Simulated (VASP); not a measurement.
AlCo, 2 atoms in the cell. Symmetry: Pm-3m, No. 221, cubic system. The conventional cell has a = 2.857 Å, b = 2.857 Å, c = 2.857 Å, α = 90.00°, β = 90.00°, γ = 90.00°. Al (site symmetry m-3m) has 8 Co at 2.47 Å and 6 Al at 2.86 Å within 3.3 Å. Co (site symmetry m-3m) has 8 Al at 2.47 Å and 6 Co at 2.86 Å within 3.3 Å. 

- Program: VASP 6.6.1
- Task: single point
- Functional: r2SCAN
- Potentials or basis: VASP PAW PBE potentials, release 64 (Al, Co)
- Cutoff: 520 eV
- k mesh: 10 × 10 × 10
- Occupations: fermi-dirac, width 0.1 eV
- Spin: collinear spin, ferromagnetic start
- Starting moments: [0.0, 3.2] μB
- Dipole correction: no
- Further INCAR settings: ALGO = Normal; EDIFF = 1e-07; NBANDS = 17

Potentials or basis: VASP PAW PBE potentials, release 64 (Al, Co).

Command:

```sh
$ cat potpaw_PBE.64/Al/POTCAR potpaw_PBE.64/Co/POTCAR > POTCAR
$ cp INCAR.step1 INCAR
$ mpirun -np 1 vasp_std > vasp.out
$ cp INCAR.step2 INCAR
$ mpirun -np 1 vasp_std > vasp.out
```

Hardware: 1 thread of Intel(R) Xeon(R) Platinum 8488C (Sapphire Rapids) (shared host).

**Question.** Estimate the wall time of this run.

**Answer.** Run time: 88 s on 1 thread of Intel(R) Xeon(R) Platinum 8488C (Sapphire Rapids) (shared host), peak memory 0.18 GiB. Counts: k points 56.
